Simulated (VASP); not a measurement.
# ZrB6 (P6/mmm) in VASP: notebook, part 2 of 2

VASP 6.6.1.

### 3 Single point, PBE

This run uses another cell than the first one, of 11.84 Å³/atom, 2.099 times its volume.

Input file INCAR:

```
SYSTEM = ZrB6
PREC     = Accurate       ! precision mode
ENCUT    = 500            ! plane-wave cutoff, eV
EDIFF    = 1E-6           ! SCF threshold, eV
ISMEAR   = 0              ! smearing method
SIGMA    = 0.1            ! smearing width, eV
LREAL    = .FALSE.        ! projectors in reciprocal space
LASPH    = .TRUE.         ! aspherical terms in the spheres
NELM     = 120            ! most SCF steps
ALGO     = Normal         ! electronic algorithm
ISIF     = 2              ! what is computed and relaxed
LWAVE    = .FALSE.        ! write WAVECAR
LCHARG   = .FALSE.        ! write CHGCAR
GGA      = PE             ! functional
NBANDS   = 24             ! bands
GGA_COMPAT= .FALSE.
```

Input file KPOINTS:

```
Automatic mesh
0
G
  6 6 4
  0 0 0
```

Input file POSCAR:

```
ZrB6
1.0
    5.5185235817      0.0000000047      0.0000000000
   -2.7592617949      4.7791816108      0.0000000000
    0.0000000000      0.0000000000      3.1414502459
Zr B
1 6
Direct
    0.0000000000      0.0000000000      0.0000000000
    0.2290159935      0.4580319869      0.0000000000
    0.5419680131      0.7709840065      0.0000000000
    0.2290159935      0.7709840065      0.0000000000
    0.7709840065      0.5419680131      0.0000000000
    0.4580319869      0.2290159935      0.0000000000
    0.7709840065      0.2290159935      0.0000000000
```

Potentials or basis: VASP PAW PBE potentials, release 64 (Zr_sv, B).

Started as:

```sh
$ cat potpaw_PBE.64/Zr_sv/POTCAR potpaw_PBE.64/B/POTCAR > POTCAR
$ mpirun -np 1 vasp_std > vasp.out
```

OUTCAR:

```text
SYSTEM = ZrB6
   PREC = Accurate
   ENCUT = 500
   EDIFF = 1E-6
   ISMEAR = 0
   LREAL = .FALSE.
   LASPH = .TRUE.
   NELM = 120
   ISIF = 2
   GGA = PE

 ion  position               nearest neighbor table
   1  0.000  0.000  0.000-   3 2.19   6 2.19   5 2.19   2 2.19   4 2.19   7 2.19
   2  0.229  0.458  0.000-   4 1.73   3 1.73   1 2.19
   3  0.542  0.771  0.000-   4 1.73   2 1.73   1 2.19
   4  0.229  0.771  0.000-   3 1.73   2 1.73   1 2.19
   5  0.771  0.542  0.000-   7 1.73   6 1.73   1 2.19
   6  0.458  0.229  0.000-   7 1.73   5 1.73   1 2.19
   7  0.771  0.229  0.000-   6 1.73   5 1.73   1 2.19

  LATTYP: Found a hexagonal cell.
 ALAT       =     5.5185235817
 C/A-ratio  =     0.5692555625

  Lattice vectors:

 A1 = (   5.5185235817,   0.0000000047,   0.0000000000)
 A2 = (  -2.7592617949,   4.7791816108,   0.0000000000)
 A3 = (   0.0000000000,   0.0000000000,   3.1414502459)

Analysis of symmetry for initial positions (statically):
=====================================================================
 Subroutine PRICEL returns:
 Original cell was already a primitive cell.

 Routine SETGRP: Setting up the symmetry group for a
 hexagonal supercell.

 Subroutine GETGRP returns: Found 24 space group operations
 (whereof 24 operations were pure point group operations)
 out of a pool of 24 trial point group operations.

The static configuration has the point symmetry D_6h.

Analysis of symmetry for dynamics (positions and initial velocities):
=====================================================================
 Subroutine PRICEL returns:
 Original cell was already a primitive cell.

 Routine SETGRP: Setting up the symmetry group for a
 hexagonal supercell.

[... 128 lines left out ...]
   IMIX   =      4    mixing-type and parameters
     AMIX     =   0.40;   BMIX     =  1.00
     AMIX_MAG =   1.60;   BMIX_MAG =  1.00
  volume/ion in A,a.u.               =      11.84        79.87
  Fermi-wavevector in a.u.,A,eV,Ry     =   1.166845  2.205017 18.524692  1.361526
  Thomas-Fermi vector in A             =   2.303353
   LORBIT       =      0    0 simple, 1 ext, 2 COOP (PROOUT), +10 PAW based schemes
   GGA     = PE    functional components
   LHFCALC =     F    Hartree Fock is set to
   AEXX    =    0.0000 exact exchange contribution
   IVDW    =     0    specifies the selected vdW correction
   LEPSILON=     F    determine dielectric tensor
   LRPA    =     F    only Hartree local field effects (RPA)
 non-spin polarized calculation
 Gauss-broadening in eV      SIGMA  =   0.10
  energy-cutoff  :      500.00
  volume of cell :       82.85
 maximum number of plane-waves:      2124
   NGX = 21   NGY = 21   NGZ = 11

 number of electron      30.0000000 magnetization

 Free energy of the ion-electron system (eV)
  ---------------------------------------------------
  ext. energy  EPLUGINS =         0.00000000
  ---------------------------------------------------
  free energy    TOTEN  =       -39.13936142 eV

  energy without entropy =      -39.12767505  energy(sigma->0) =      -39.13351823

 E-fermi :   4.9199     XC(G=0): -10.4952

 val. band max:        4.8582978730   @ k =   0.3333   0.0000   0.2500
 cond. band min:       4.9403405591   @ k =   0.3333   0.0000   0.2500
 fundamental gap:      0.0820426861
 Fermi energy:         4.9198880594

 k-point     1 :       0.0000    0.0000    0.0000
  band No.  band energies     occupation
      1     -42.5637      2.00000
      2     -21.0548      2.00000
      3     -21.0548      2.00000
      4     -20.3974      2.00000
      5      -7.8214      2.00000
      6      -5.1158      2.00000
[... 556 lines left out ...]
     23       9.7917      0.00000
     24      10.7330      0.00000

------------------------ aborting loop because EDIFF is reached ----------------------------------------

  FORCE on cell =-STRESS in cart. coord.  units (eV):
  Direction    XX          YY          ZZ          XY          YZ          ZX
  --------------------------------------------------------------------------------------
  -------------------------------------------------------------------------------------
  Total        0.0892639      0.0892639     -0.0725585      0.0000000     -0.0000000      0.0000000
  in kB        1.7261558      1.7261558     -1.4031116      0.0000000     -0.0000000      0.0000000
  external PRESSURE =       0.6830667 kB  Pullay stress =       0.0000000 kB

 VOLUME and BASIS-vectors are now :
 -----------------------------------------------------------------------------
  energy-cutoff  :      500.00
  volume of cell :       82.85
      direct lattice vectors                 reciprocal lattice vectors
     5.518523582  0.000000005  0.000000000     0.181207887  0.104620423  0.000000000
    -2.759261795  4.779181611  0.000000000    -0.000000000  0.209240845  0.000000000
     0.000000000  0.000000000  3.141450246     0.000000000  0.000000000  0.318324316

 POSITION                                       TOTAL-FORCE (eV/Angst)
 -----------------------------------------------------------------------------------
      0.00000      0.00000      0.00000         0.000000      0.000000      0.000000
     -0.00000      2.18902      0.00000         0.000000     -0.003364     -0.000000
      0.86352      3.68467      0.00000         0.002913      0.001682     -0.000000
     -0.86352      3.68467      0.00000        -0.002913      0.001682      0.000000
      2.75926      2.59016      0.00000        -0.000000      0.003364     -0.000000
      1.89575      1.09451      0.00000        -0.002913     -0.001682      0.000000
      3.62278      1.09451      0.00000         0.002913     -0.001682      0.000000
 -----------------------------------------------------------------------------------
    total drift:                                0.000000      0.000000      0.000000

  FREE ENERGIE OF THE ION-ELECTRON SYSTEM (eV)
  ---------------------------------------------------
  free  energy   TOTEN  =       -39.1393614182 eV

  energy  without entropy=      -39.1276750503  energy(sigma->0) =      -39.13351823
```

OSZICAR:

```text
N       E                     dE             d eps       ncg     rms          rms(c)
DAV:   1     0.141252997567E+03    0.14125E+03   -0.14032E+04  1008   0.112E+03
DAV:   2    -0.310284713260E+02   -0.17228E+03   -0.16217E+03  1256   0.259E+02
DAV:   3    -0.406030341205E+02   -0.95746E+01   -0.93070E+01  1712   0.506E+01
DAV:   4    -0.408246410838E+02   -0.22161E+00   -0.22128E+00  1320   0.676E+00
DAV:   5    -0.408288649987E+02   -0.42239E-02   -0.42237E-02  1512   0.841E-01    0.260E+01
DAV:   6    -0.395090877451E+02    0.13198E+01   -0.75925E+00  1176   0.106E+01    0.126E+01
DAV:   7    -0.392024263008E+02    0.30666E+00   -0.17885E+00  1136   0.584E+00    0.735E+00
DAV:   8    -0.391422878888E+02    0.60138E-01   -0.19736E-01  1160   0.248E+00    0.625E-01
DAV:   9    -0.391391811665E+02    0.31067E-02   -0.49218E-02  1360   0.999E-01    0.329E-01
DAV:  10    -0.391393518557E+02   -0.17069E-03   -0.24884E-03  1272   0.271E-01    0.290E-01
DAV:  11    -0.391393465831E+02    0.52726E-05   -0.21205E-03  1288   0.323E-01    0.104E-01
DAV:  12    -0.391393729400E+02   -0.26357E-04   -0.11596E-04  1416   0.635E-02    0.686E-02
DAV:  13    -0.391393614140E+02    0.11526E-04   -0.24565E-05  1144   0.370E-02    0.162E-02
DAV:  14    -0.391393609534E+02    0.46062E-06   -0.10136E-05  1536   0.183E-02    0.750E-03
DAV:  15    -0.391393614182E+02   -0.46484E-06   -0.73757E-07   672   0.660E-03
   1 F= -.39139361E+02 E0= -.39133518E+02  d E =-.116864E-01
```

stdout:

```text
POSCAR found type information on POSCAR ZrB
 POSCAR found :  2 types and       7 ions
 scaLAPACK will be used
 LDA part: xc-table for (Slater+PW92), standard interpolation
 POSCAR, INCAR and KPOINTS ok, starting setup
 FFT: planning ... GRIDC
 FFT: planning ... GRID_SOFT
 FFT: planning ... GRID
 WAVECAR not read
 entering main loop
```

It took 24 s on 1 thread of Intel Xeon 6975P-C (Granite Rapids), shared host; peak memory 0.2 GiB.

What came out:

| Property | Result |
| --- | --- |
| Free energy | -39.1394 eV |
| Pressure | 0.1 GPa |
| Largest force | 0.003 eV/Å |
| Band gap on the k mesh | zero (band 15 reaches 5.29 eV, above the bottom of band 16 at 3.84 eV) |

Forces on the atoms (eV/Å):
```
Zr   0.000  0.000  0.000
B    0.000 -0.003  0.000
B    0.003  0.002  0.000
B   -0.003  0.002  0.000
B    0.000  0.003  0.000
B   -0.003 -0.002  0.000
B    0.003 -0.002  0.000
```

Caveat: the k points lie up to 0.50 Å⁻¹ apart.

### 4 Relaxation of cell and atoms, PBE

Input file INCAR:

```
  PREC = Accurate
  ENCUT = 500
  EDIFF = 1E-7
  ISMEAR = 0
  SIGMA = 0.1
  LREAL = False
  LASPH = True
  NELM = 120
  ALGO = Normal
  ISIF = 3
  LWAVE = False
  LCHARG = False
  GGA = PE
  IBRION = 2
  NSW = 90
  EDIFFG = -0.04
  GGA_COMPAT = False
  NELMIN = 4
```

Input file KPOINTS:

```
Automatic mesh
0
Gamma
  6 6 4
```

Input file POSCAR:

```
ZrB6
1.0
    3.4258641700      0.0000000000      0.0000000000
   -1.7129320900      2.9668854000      0.0000000000
    0.0000000000      0.0000000000      3.8840052800
Zr B
1 6
Direct
    0.0000000000      0.0000000000      0.0000000000
    0.1696972600      0.3393945200      0.0000000000
    0.6606054800      0.8303027400      0.0000000000
    0.1696972600      0.8303027400      0.0000000000
    0.8303027400      0.6606054800      0.0000000000
    0.3393945200      0.1696972600      0.0000000000
    0.8303027400      0.1696972600      0.0000000000
```

Started as:

```sh
$ cat potpaw_PBE.64/Zr_sv/POTCAR potpaw_PBE.64/B/POTCAR > POTCAR
$ mpirun -np 1 vasp_std > vasp.out
```

Run time: 6.9 min. Hardware: 1 thread of Intel Xeon 6975P-C (Granite Rapids), shared host; peak memory 0.17 GiB.

Results (log left out):

| Quantity | Value |
| --- | --- |
| Free energy | -38.2883 eV |
| Relaxed volume | 11.44 Å³/atom |
| Relaxed cell | a = 5.437 Å, b = 5.437 Å, c = 3.126 Å, α = 90.00°, β = 90.00°, γ = 120.00° |
| Space group after relaxing (to 0.05 Å) | P6/mmm (No. 191) |
| Energy gained by relaxing | 41217.8 meV/atom |
| Ionic steps | 32 |
| Pressure after relaxing | 0.2 GPa |
| Band gap on the k mesh | zero (band 15 reaches 5.68 eV, above the bottom of band 16 at 4.13 eV) |

Stress tensor (GPa, compression positive):
```
 0.46  0.00  0.00
 0.00  0.46  0.00
 0.00  0.00 -0.19
```

Step by step:
| step | energy change (eV) | largest force (eV/Å) | pressure (GPa) | volume (Å³) |
| --- | --- | --- | --- | --- |
| 1 | 0.0000 | 178.1366 | 1558.46 | 39.48 |
| 2 | 48.8423 | 3.1259 | -30.84 | 973.47 |
| 3 | 1.5423 | 0.1353 | -35.27 | 790.63 |
| 4 | -45.8080 | 1.2555 | -40.30 | 647.89 |
| 5 | -230.1541 | 0.7503 | -65.59 | 251.92 |
| 6 | 92.9993 | 406.4549 | 330.13 | 122.73 |
| 7 | -270.2674 | 13.1017 | 128.23 | 70.01 |
| 8 | -278.0782 | 5.7607 | 92.46 | 73.59 |
| 9 | -282.3561 | 4.7748 | 66.69 | 78.82 |
| 10 | -282.2514 | 7.4492 | 63.80 | 80.02 |
| 11 | -279.6716 | 1.0541 | -29.91 | 130.97 |
| 12 | -287.3916 | 2.8197 | 1.36 | 98.06 |
| 13 | -287.4862 | 2.6996 | 4.44 | 96.48 |
| 14 | -287.5251 | 2.5350 | 7.81 | 94.89 |
| 15 | -287.8112 | 0.0186 | -12.92 | 104.49 |
| 16 | -288.0478 | 0.9352 | -5.77 | 100.47 |
| 17 | -288.1953 | 0.4189 | -0.03 | 96.60 |
| 18 | -288.2045 | 0.1207 | -1.19 | 97.28 |
| 19 | -288.2327 | 0.1004 | -0.92 | 96.04 |
| 20 | -288.3084 | 0.0225 | 0.00 | 92.33 |
| 21 | -288.4180 | 0.1277 | 2.57 | 84.98 |
| 22 | -288.1760 | 0.5028 | 13.70 | 70.59 |
| 23 | -288.4532 | 0.2178 | 3.95 | 81.97 |
| 24 | -288.4587 | 0.2473 | 5.27 | 79.82 |
| 25 | -288.4748 | 0.1978 | 4.75 | 79.52 |
| 26 | -288.5079 | 0.1558 | 3.19 | 78.59 |
| 27 | -288.5100 | 0.1812 | 2.43 | 78.14 |
| 28 | -288.5104 | 0.1742 | 2.62 | 78.25 |
| 29 | -288.5154 | 0.1310 | 2.17 | 78.61 |
| 30 | -288.5234 | 0.0063 | 0.86 | 79.71 |
| 31 | -288.5238 | 0.0269 | 0.50 | 80.02 |
| 32 | -288.5244 | 0.0017 | 0.25 | 80.05 |

Final structure:
```
Zr B
1.0
     5.43746    0.00000    0.00000
    -2.71873    4.70898    0.00000
     0.00000    0.00000    3.12639
Zr B
1 6
Direct
  0.00000 0.00000 0.00000
  0.22807 0.45614 0.00000
  0.54386 0.77193 0.00000
  0.22807 0.77193 0.00000
  0.77193 0.54386 0.00000
  0.45614 0.22807 0.00000
  0.77193 0.22807 0.00000
```

Levels at points of the mesh, in eV from the Fermi level:
| k point | band 13 | band 14 | band 15 | band 16 | band 17 | band 18 |
| --- | --- | --- | --- | --- | --- | --- |
| (0.00, 0.00, 0.00) | -0.66 | 0.23 | 0.23 | 1.85 | 1.92 | 1.92 |
| (0.50, 0.00, 0.00) | -0.88 | -0.63 | -0.34 | 0.53 | 1.15 | 1.65 |
| (0.00, 0.00, 0.50) | -1.84 | -1.84 | -1.73 | 0.62 | 0.62 | 1.13 |
| (0.50, 0.00, 0.50) | -3.42 | -2.34 | -1.14 | -0.29 | 0.23 | 1.84 |

Caveat: the k points lie up to 0.50 Å⁻¹ apart in the final cell; the volume moved by over 15 % at a fixed basis, so the end points are rough.

### 5 Single point, PBE

This run uses another cell than the first one, of 11.84 Å³/atom, 2.099 times its volume.

Input file INCAR:

```
ALGO = Normal
EDIFF = 1E-6
ENCUT = 500
GGA = PE
GGA_COMPAT = F
ISIF = 2
ISMEAR = 0
LASPH = T
LCHARG = F
LREAL = F
LWAVE = F
NBANDS = 24
NELM = 120
PREC = Accurate
SIGMA = 0.1
```

Input file KPOINTS:

```
k-points
0
Gamma
  6 6 6
```

Input file POSCAR:

```
ZrB6
1.0
    5.5185235817      0.0000000000      0.0000000000
   -2.7592617908      4.7791816131      0.0000000000
    0.0000000000      0.0000000000      3.1414502459
Zr B
1 6
Direct
    0.0000000000      0.0000000000      0.0000000000
    0.2290159935      0.4580319869      0.0000000000
    0.5419680131      0.7709840065      0.0000000000
    0.2290159935      0.7709840065      0.0000000000
    0.7709840065      0.5419680131      0.0000000000
    0.4580319869      0.2290159935      0.0000000000
    0.7709840065      0.2290159935      0.0000000000
```

Potentials or basis: VASP PAW PBE potentials, release 64 (Zr_sv, B).

Started as:

```sh
$ cat potpaw_PBE.64/Zr_sv/POTCAR potpaw_PBE.64/B/POTCAR > POTCAR
$ mpirun -np 1 vasp_std > vasp.out
```

OUTCAR:

```text
EDIFF = 1E-6
   ENCUT = 500
   GGA = PE
   ISIF = 2
   ISMEAR = 0
   LASPH = T
   LREAL = F
   NELM = 120
   PREC = Accurate

 ion  position               nearest neighbor table
   1  0.000  0.000  0.000-   2 2.19   5 2.19   3 2.19   6 2.19   4 2.19   7 2.19
   2  0.229  0.458  0.000-   4 1.73   3 1.73   1 2.19
   3  0.542  0.771  0.000-   2 1.73   4 1.73   1 2.19
   4  0.229  0.771  0.000-   2 1.73   3 1.73   1 2.19
   5  0.771  0.542  0.000-   7 1.73   6 1.73   1 2.19
   6  0.458  0.229  0.000-   5 1.73   7 1.73   1 2.19
   7  0.771  0.229  0.000-   5 1.73   6 1.73   1 2.19

  LATTYP: Found a hexagonal cell.
 ALAT       =     5.5185235817
 C/A-ratio  =     0.5692555625

  Lattice vectors:

 A1 = (   5.5185235817,   0.0000000000,   0.0000000000)
 A2 = (  -2.7592617908,   4.7791816131,   0.0000000000)
 A3 = (   0.0000000000,   0.0000000000,   3.1414502459)

Analysis of symmetry for initial positions (statically):
=====================================================================
 Subroutine PRICEL returns:
 Original cell was already a primitive cell.

[... 184 lines left out ...]
 Fermi energy:         4.8533009930

 k-point     1 :       0.0000    0.0000    0.0000
  band No.  band energies     occupation
      1     -42.5741      2.00000
      2     -21.0565      2.00000
      3     -21.0565      2.00000
      4     -20.4259      2.00000
      5      -7.8149      2.00000
      6      -5.1111      2.00000
[... 637 lines left out ...]
     23       9.8633      0.00000
     24      10.0703      0.00000

 [... further k-points ...]

------------------------ aborting loop because EDIFF is reached ----------------------------------------

  FORCE on cell =-STRESS in cart. coord.  units (eV):
  Direction    XX          YY          ZZ          XY          YZ          ZX
  --------------------------------------------------------------------------------------
  -------------------------------------------------------------------------------------
  Total        0.0367997      0.0367997     -0.0797528      0.0000000      0.0000000      0.0000000
  in kB        0.7116201      0.7116201     -1.5422325      0.0000000      0.0000000      0.0000000
  external PRESSURE =      -0.0396641 kB  Pullay stress =       0.0000000 kB

 VOLUME and BASIS-vectors are now :
 -----------------------------------------------------------------------------
  energy-cutoff  :      500.00
  volume of cell :       82.85
      direct lattice vectors                 reciprocal lattice vectors
     5.518523582  0.000000000  0.000000000     0.181207887  0.104620423  0.000000000
    -2.759261791  4.779181613  0.000000000     0.000000000  0.209240845  0.000000000
     0.000000000  0.000000000  3.141450246     0.000000000  0.000000000  0.318324316

 POSITION                                       TOTAL-FORCE (eV/Angst)
 -----------------------------------------------------------------------------------
      0.00000      0.00000      0.00000         0.000000      0.000000     -0.000000
      0.00000      2.18902      0.00000        -0.000000     -0.025546      0.000000
      0.86352      3.68467      0.00000         0.022124      0.012773     -0.000000
     -0.86352      3.68467      0.00000        -0.022124      0.012773     -0.000000
      2.75926      2.59016      0.00000         0.000000      0.025546     -0.000000
      1.89575      1.09451      0.00000        -0.022124     -0.012773     -0.000000
      3.62278      1.09451      0.00000         0.022124     -0.012773     -0.000000
 -----------------------------------------------------------------------------------
    total drift:                                0.000000      0.000000      0.000000

  FREE ENERGIE OF THE ION-ELECTRON SYSTEM (eV)
  ---------------------------------------------------
  free  energy   TOTEN  =       -39.1955234126 eV

  energy  without entropy=      -39.1823802642  energy(sigma->0) =      -39.18895184
```

Run time: 32 s. Hardware: 1 thread of Intel Xeon 6975P-C (Granite Rapids), shared host; peak memory 0.2 GiB.

Results:

```
Free energy            : -39.1955 eV
Pressure               : 0.0 GPa
Largest force          : 0.026 eV/Å
Band gap on the k mesh : zero (band 15 reaches 5.51 eV, above the bottom of band 16 at 3.85 eV)
```

Forces on the atoms (eV/Å):
```
Zr   0.000  0.000  0.000
B    0.000 -0.026  0.000
B    0.022  0.013  0.000
B   -0.022  0.013  0.000
B    0.000  0.026  0.000
B   -0.022 -0.013  0.000
B    0.022 -0.013  0.000
```

Stress tensor (GPa, compression positive):
```
 0.07  0.00  0.00
 0.00  0.07  0.00
 0.00  0.00 -0.15
```

### 6 Overview

| task | cell | k mesh | gap on the mesh (eV) | pressure (GPa) |
| --- | --- | --- | --- | --- |
| single point | a = 5.519, b = 5.519, c = 3.141 Å, angles 90.0, 90.0, 120.0°, 7 atoms | 6 × 6 × 4 | none | 0.1 |
| relaxation of cell and atoms | relaxed from a = 3.426, b = 3.426, c = 3.884 Å, angles 90.0, 90.0, 120.0°, 7 atoms | 6 × 6 × 4 | none | 0.2 |
| single point | a = 5.519, b = 5.519, c = 3.141 Å, angles 90.0, 90.0, 120.0°, 7 atoms | 6 × 6 × 6 | none | 0.0 |

Alike in all rows: level PBE; potentials or basis VASP PAW PBE potentials, release 64 (Zr_sv, B); no spin polarisation; cutoff (eV) 500; smearing gaussian 0.1 eV.

Caveats: some runs use coarse meshes; the volume moved by over 15 % at a fixed basis, so the end points are rough (some runs).

Absolute energies hang on the potentials; compare differences alone.
